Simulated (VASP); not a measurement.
**Al3FeCo2: relaxation of shape and atoms at fixed volume with PBE**

The system is Al3FeCo2.

```
CELL_PARAMETERS angstrom
3.91409 0.00000 0.00000
-1.95704 3.38970 0.00000
0.00000 0.00000 4.79101
ATOMIC_POSITIONS crystal
Al 0.00000 0.00000 0.00000
Al 0.66667 0.33333 0.33436
Al 0.33333 0.66667 0.66564
Fe 0.00000 0.00000 0.50000
Co 0.33333 0.66667 0.16531
Co 0.66667 0.33333 0.83469
```

| Property | Result |
| --- | --- |
| Program | VASP 6.6.1 |
| Task | relaxation of shape and atoms at fixed volume |
| Functional | PBE |
| Potentials or basis | VASP PAW PBE potentials, release 64 (Al, Fe, Co) |
| Cutoff | 600 eV |
| k mesh | 12 × 12 × 8 |
| Occupations | gaussian, width 0.1 eV |
| Spin | no spin polarisation |
| Dipole correction | no |
| Further INCAR settings | ALGO = Fast; EDIFF = 1e-06; IBRION = 2; EDIFFG = -0.01; NSW = 50; ISIF = 4 |

```yaml
Energy_gained_by_relaxing: 0.0 meV/atom
Ionic_steps: 2
Pressure_after_relaxing: 20.7 GPa
Largest_force_after_relaxing: 0.005 eV/Å
Band_gap_on_the_k_mesh: zero (an odd number of electrons rules out a gap without spin polarisation)
```

Forces on the atoms (eV/Å):
```
Al   0.000  0.000  0.000
Al   0.000  0.000  0.005
Al   0.000  0.000 -0.005
Fe   0.000  0.000  0.000
Co   0.000  0.000  0.003
Co   0.000  0.000 -0.003
```

Final structure:
```
Al Fe Co
1.0
     3.91406    0.00000    0.00000
    -1.95703    3.38967    0.00000
     0.00000    0.00000    4.79108
Al Fe Co
3 1 2
Direct
  0.00000 0.00000 0.00000
  0.66667 0.33333 0.33430
  0.33333 0.66667 0.66570
  0.00000 0.00000 0.50000
  0.33333 0.66667 0.16508
  0.66667 0.33333 0.83492
```

Levels at points of the mesh, in eV from the Fermi level:
```tsv
k point	band 14	band 15	band 16	band 17	band 18	band 19	band 20	band 21
(0.00, 0.00, 0.00)	-0.64	-0.64	-0.24	-0.24	-0.18	3.43	3.43	3.67
(0.50, 0.00, 0.00)	-1.26	-0.98	-0.92	-0.71	-0.55	0.49	1.76	2.16
(0.00, 0.00, 0.50)	-0.64	-0.64	0.51	0.51	2.95	2.95	2.97	4.48
(0.50, 0.00, 0.50)	-1.17	-1.08	-0.73	-0.58	-0.13	0.98	1.85	2.22
```

Run time: 7.5 min on 1 thread of Intel Xeon 8259CL, with other jobs on the host, peak memory 0.39 GiB.

Caveat: the run has no spin polarisation, though such a crystal can be magnetic. Spin polarisation is off, so any magnetic state and its effect on volume and gap are missing.
